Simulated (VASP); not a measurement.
# Hf3AlN4 (P4/mmm) in VASP: further runs

Runs on Hf3AlN4. Level: PBE. Tasks: single point, relaxation of cell and atoms.

All numbers are computed with VASP 6.6.1; they aren't measurements. Logs are shortened: lines on timing, memory, paths and dates and some standing lists are left out, and cuts for length are marked.

## Step 1: The cell of the first run

The structure is tetragonal, space group P4/mmm (No. 123). The conventional cell has a = 3.168 Å, b = 3.168 Å, c = 8.888 Å, α = 90.00°, β = 90.00°, γ = 90.00°. Within 2.9 Å of Hf (site symmetry 4mm) lie 6 N at 2.22 to 2.25 Å. Hf (site symmetry 4/mmm) has 6 N at 2.24 to 2.43 Å within 3.0 Å. Within 2.7 Å of Al (site symmetry 4/mmm) lie 6 N at 2.02 to 2.24 Å. Within 2.7 Å of N (site symmetry 4mm) lie 1 Al at 2.02 Å and 5 Hf at 2.25 to 2.43 Å. N (site symmetry 4/mmm) has 6 Hf at 2.22 to 2.24 Å within 2.9 Å. Within 3.2 Å of N (site symmetry 4/mmm) lie 2 Hf at 2.22 Å and 4 Al at 2.24 Å and 12 N at 3.01 to 3.17 Å.

## Step 2: Single point, PBE

Input file INCAR:

```
SYSTEM = Hf3AlN4
PREC = Accurate ; ENCUT = 520
EDIFF = 1E-6 ; ISMEAR = 0
SIGMA = 0.1 ; LREAL = .FALSE.
LASPH = .TRUE. ; NELM = 80
ALGO = Normal ; ISIF = 2
LWAVE = .FALSE. ; LCHARG = .TRUE.
GGA = PE ; LELF = .TRUE.
LVHAR = .TRUE. ; NBANDS = 36
```

Input file KPOINTS:

```
Automatic mesh
0
G
  6 6 2
  0 0 0
```

Input file POSCAR:

```
Hf3AlN4
1.0
    3.1684520264      0.0000000000      0.0000000000
    0.0000000000      3.1684520264      0.0000000000
    0.0000000000      0.0000000000      8.8884803960
Hf Al N
3 1 4
Direct
    0.5000000000      0.5000000000      0.2502134476
    0.0000000000      0.0000000000      0.5000000000
    0.5000000000      0.5000000000      0.7497865524
    0.0000000000      0.0000000000      0.0000000000
    0.0000000000      0.0000000000      0.2267016504
    0.5000000000      0.5000000000      0.5000000000
    0.0000000000      0.0000000000      0.7732983496
    0.5000000000      0.5000000000      0.0000000000
```

Potentials or basis: VASP PAW PBE potentials, release 64 (Hf_pv, Al, N).

Command:

```bash
$ cat potpaw_PBE.64/Hf_pv/POTCAR potpaw_PBE.64/Al/POTCAR potpaw_PBE.64/N/POTCAR > POTCAR
$ mpirun -np 1 vasp_std > vasp.out
```

OUTCAR:

```text
SYSTEM = Hf3AlN4
   PREC = Accurate
   ENCUT = 520
   EDIFF = 1E-6
   ISMEAR = 0
   LREAL = .FALSE.
   LASPH = .TRUE.
   NELM = 80
   ISIF = 2
   GGA = PE

 ion  position               nearest neighbor table
   1  0.500  0.500  0.250-   6 2.22   8 2.22   5 2.25   5 2.25   5 2.25   5 2.25   2 3.15   2 3.15
                             2 3.15   2 3.15   4 3.16   4 3.16   4 3.16   4 3.16
   2  0.000  0.000  0.500-   6 2.24   6 2.24   6 2.24   6 2.24   7 2.43   5 2.43   3 3.15   3 3.15
                             1 3.15   3 3.15   1 3.15   1 3.15   3 3.15   1 3.15
   3  0.500  0.500  0.750-   6 2.22   8 2.22   7 2.25   7 2.25   7 2.25   7 2.25   2 3.15   2 3.15
                             2 3.15   2 3.15   4 3.16   4 3.16   4 3.16   4 3.16
   4  0.000  0.000  0.000-   5 2.02   7 2.02   8 2.24   8 2.24   8 2.24   8 2.24   3 3.16   3 3.16
                             1 3.16   3 3.16   1 3.16   1 3.16   3 3.16   1 3.16
   5  0.000  0.000  0.227-   4 2.02   1 2.25   1 2.25   1 2.25   1 2.25   2 2.43
   6  0.500  0.500  0.500-   1 2.22   3 2.22   2 2.24   2 2.24   2 2.24   2 2.24
   7  0.000  0.000  0.773-   4 2.02   3 2.25   3 2.25   3 2.25   3 2.25   2 2.43
   8  0.500  0.500  0.000-   1 2.22   3 2.22   4 2.24   4 2.24   4 2.24   4 2.24

  LATTYP: Found a simple tetragonal cell.
 ALAT       =     3.1684520264
 C/A-ratio  =     2.8053069202

  Lattice vectors:

 A1 = (   3.1684520264,   0.0000000000,   0.0000000000)
 A2 = (   0.0000000000,   3.1684520264,   0.0000000000)
 A3 = (   0.0000000000,   0.0000000000,   8.8884803960)

Analysis of symmetry for initial positions (statically):
=====================================================================
 Subroutine PRICEL returns:
 Original cell was already a primitive cell.

 Routine SETGRP: Setting up the symmetry group for a
 simple tetragonal supercell.

 Subroutine GETGRP returns: Found 16 space group operations
 (whereof 16 operations were pure point group operations)
 out of a pool of 16 trial point group operations.

The static configuration has the point symmetry D_4h.

Analysis of symmetry for dynamics (positions and initial velocities):
=====================================================================
 Subroutine PRICEL returns:
 Original cell was already a primitive cell.

 Routine SETGRP: Setting up the symmetry group for a
 simple tetragonal supercell.

 Subroutine GETGRP returns: Found 16 space group operations
 (whereof 16 operations were pure point group operations)
 out of a pool of 16 trial point group operations.

The dynamic configuration has the point symmetry D_4h.

 Subroutine INISYM returns: Found 16 space group operations
 (whereof 16 operations are pure point group operations),
 and found     1 'primitive' translations

[... 113 lines left out ...]
   NUPDOWN=      -1.0000    fix difference up-down
   EMIN   =  10.00;   EMAX   =-10.00  energy-range for DOS
   EFERMI =   0.00;   METHOD = LEGACY
   ISMEAR =     0;   SIGMA  =   0.10  broadening in eV -4-tet -1-fermi 0-gaus
   EFERMI_NEDOS =   21; number of points for ismear=-14 and -15
   IALGO  =     38    algorithm
   IMIX   =      4    mixing-type and parameters
     AMIX     =   0.40;   BMIX     =  1.00
     AMIX_MAG =   1.60;   BMIX_MAG =  1.00
  volume/ion in A,a.u.               =      11.15        75.27
  Fermi-wavevector in a.u.,A,eV,Ry     =   1.376130  2.600509 25.765820  1.893734
  Thomas-Fermi vector in A             =   2.501403
   LORBIT       =      0    0 simple, 1 ext, 2 COOP (PROOUT), +10 PAW based schemes
   GGA     = PE    functional components
   LHFCALC =     F    Hartree Fock is set to
   AEXX    =    0.0000 exact exchange contribution
   IVDW    =     0    specifies the selected vdW correction
   LEPSILON=     F    determine dielectric tensor
   LRPA    =     F    only Hartree local field effects (RPA)
 non-spin polarized calculation
 Gauss-broadening in eV      SIGMA  =   0.10
  energy-cutoff  :      520.00
  volume of cell :       89.23
 maximum number of plane-waves:      2432
 NGX is ok and might be reduce to    24
   NGX = 11   NGY = 11   NGZ = 33

 number of electron      52.9999988 magnetization

 Free energy of the ion-electron system (eV)
  ---------------------------------------------------
  ext. energy  EPLUGINS =         0.00000000
  ---------------------------------------------------
  free energy    TOTEN  =       -78.90326223 eV

  energy without entropy =      -78.89376882  energy(sigma->0) =      -78.89851553

 E-fermi :   8.8376     XC(G=0): -12.4288

 val. band max:        8.7788238541   @ k =   0.1667   0.0000   0.0000
 cond. band min:       8.8631200039   @ k =   0.1667   0.0000   0.5000
 fundamental gap:      0.0842961498
 Fermi energy:         8.8375624929

 k-point     1 :       0.0000    0.0000    0.0000
  band No.  band energies     occupation
      1     -23.1106      2.00000
      2     -22.8814      2.00000
      3     -22.6614      2.00000
      4     -22.6614      2.00000
      5     -22.5602      2.00000
      6     -22.5602      2.00000
[... 769 lines left out ...]
     35      14.2072      0.00000
     36      14.6197      0.00000

------------------------ aborting loop because EDIFF is reached ----------------------------------------

  FORCE on cell =-STRESS in cart. coord.  units (eV):
  Direction    XX          YY          ZZ          XY          YZ          ZX
  --------------------------------------------------------------------------------------
  -------------------------------------------------------------------------------------
  Total       -1.0773618     -1.0773618     -1.0825147      0.0000000      0.0000000      0.0000000
  in kB      -19.3441811    -19.3441811    -19.4367025      0.0000000      0.0000000      0.0000000
  external PRESSURE =     -19.3750216 kB  Pullay stress =       0.0000000 kB

 VOLUME and BASIS-vectors are now :
 -----------------------------------------------------------------------------
  energy-cutoff  :      520.00
  volume of cell :       89.23
      direct lattice vectors                 reciprocal lattice vectors
     3.168452026  0.000000000  0.000000000     0.315611533  0.000000000  0.000000000
     0.000000000  3.168452026  0.000000000     0.000000000  0.315611533  0.000000000
     0.000000000  0.000000000  8.888480396     0.000000000  0.000000000  0.112505170

 POSITION                                       TOTAL-FORCE (eV/Angst)
 -----------------------------------------------------------------------------------
      1.58423      1.58423      2.22402         0.000000     -0.000000     -0.029150
      0.00000      0.00000      4.44424         0.000000      0.000000     -0.000000
      1.58423      1.58423      6.66446         0.000000      0.000000      0.029150
      0.00000      0.00000      0.00000         0.000000      0.000000     -0.000000
      0.00000      0.00000      2.01503        -0.000000      0.000000      0.074828
      1.58423      1.58423      4.44424         0.000000      0.000000     -0.000000
      0.00000      0.00000      6.87345         0.000000     -0.000000     -0.074828
      1.58423      1.58423      0.00000         0.000000      0.000000     -0.000000
 -----------------------------------------------------------------------------------
    total drift:                                0.000000     -0.000000     -0.000000

  FREE ENERGIE OF THE ION-ELECTRON SYSTEM (eV)
  ---------------------------------------------------
  free  energy   TOTEN  =       -78.9032622315 eV

  energy  without entropy=      -78.8937688198  energy(sigma->0) =      -78.89851553
```

OSZICAR:

```text
N       E                     dE             d eps       ncg     rms          rms(c)
DAV:   1     0.246406702692E+03    0.24641E+03   -0.28307E+04  1512   0.141E+03
DAV:   2    -0.729559864075E+02   -0.31936E+03   -0.30824E+03  1804   0.355E+02
DAV:   3    -0.894682373019E+02   -0.16512E+02   -0.16369E+02  1856   0.668E+01
DAV:   4    -0.896629155673E+02   -0.19468E+00   -0.19432E+00  1808   0.790E+00
DAV:   5    -0.896653972740E+02   -0.24817E-02   -0.24801E-02  1820   0.844E-01    0.874E+01
DAV:   6    -0.790311200160E+02    0.10634E+02   -0.50633E+01  1748   0.304E+01    0.690E+01
DAV:   7    -0.789461130020E+02    0.85007E-01   -0.37257E+00  1772   0.981E+00    0.255E+01
DAV:   8    -0.789152648391E+02    0.30848E-01   -0.16269E-01  1844   0.235E+00    0.408E+00
DAV:   9    -0.789050844422E+02    0.10180E-01   -0.71663E-02  1776   0.130E+00    0.339E+00
DAV:  10    -0.789032804493E+02    0.18040E-02   -0.99502E-03  1784   0.533E-01    0.259E-01
DAV:  11    -0.789032699311E+02    0.10518E-04   -0.74876E-04  1824   0.154E-01    0.155E-01
DAV:  12    -0.789032646628E+02    0.52683E-05   -0.64668E-05  1832   0.433E-02    0.364E-02
DAV:  13    -0.789032619942E+02    0.26686E-05   -0.11412E-05  1812   0.178E-02    0.367E-02
DAV:  14    -0.789032622315E+02   -0.23721E-06   -0.10760E-06  1180   0.645E-03
   1 F= -.78903262E+02 E0= -.78898516E+02  d E =-.949341E-02
```

Wall time 1.7 min (1 thread of AMD EPYC 7R43 (Zen 3), shared host); peak memory 0.18 GiB.

Results:

| Item | Value |
| --- | --- |
| Free energy | -78.9033 eV |
| Pressure | -1.9 GPa |
| Largest force | 0.075 eV/Å |
| Band gap on the k mesh | zero (an odd number of electrons rules out a gap without spin polarisation) |

Forces on the atoms (eV/Å):
```
Hf   0.000  0.000 -0.029
Hf   0.000  0.000  0.000
Hf   0.000  0.000  0.029
Al   0.000  0.000  0.000
N    0.000  0.000  0.075
N    0.000  0.000  0.000
N    0.000  0.000 -0.075
N    0.000  0.000  0.000
```

Caveat: spin-orbit coupling is left out, which moves the levels of the heavy elements; an odd number of electrons without spin polarisation forces a metal; a magnetic or distorted state may lie lower.

(Part 1 of 2 ends here.)

The gap in the log of VASP goes by the Fermi energy; the results here count the filled bands.